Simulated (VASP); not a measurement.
## As: single point with PBEsol+D3(BJ)

Crystal: As.

```
CELL_PARAMETERS angstrom
2.65518 0.00000 0.00000
0.00000 2.65518 0.00000
0.00000 0.00000 2.65518
ATOMIC_POSITIONS crystal
As 0.50000 0.50000 0.50000
```

```yaml
Program: VASP 6.6.1
Task: single point
Functional: PBEsol
Dispersion: D3(BJ)
Potentials_or_basis: VASP PAW PBE potentials, release 64 (As)
Cutoff: 500 eV
k_mesh: 9 × 9 × 9
Occupations: fermi-dirac, width 0.1 eV
Spin: no spin polarisation
```

```json
{
  "Pressure": "-0.1 GPa",
  "Dispersion energy per atom": "-0.423 eV"
}
```

Levels at points of the mesh, in eV from the Fermi level:
| k point | band 1 | band 2 | band 3 | band 4 | band 5 | band 6 | band 7 |
| --- | --- | --- | --- | --- | --- | --- | --- |
| (0.00, 0.00, 0.00) | -15.71 | 4.15 | 4.15 | 4.15 | 8.35 | 8.35 | 10.68 |

It took 3.9 s on 1 thread of Intel Xeon 6975P-C, on a shared host, peak memory 0.13 GiB.

Caveat: three body term missing; the PAW data sets were made with another functional, which shifts forces and pressure a little; pairwise dispersion overbinds metals, which lowers pressure and volume.
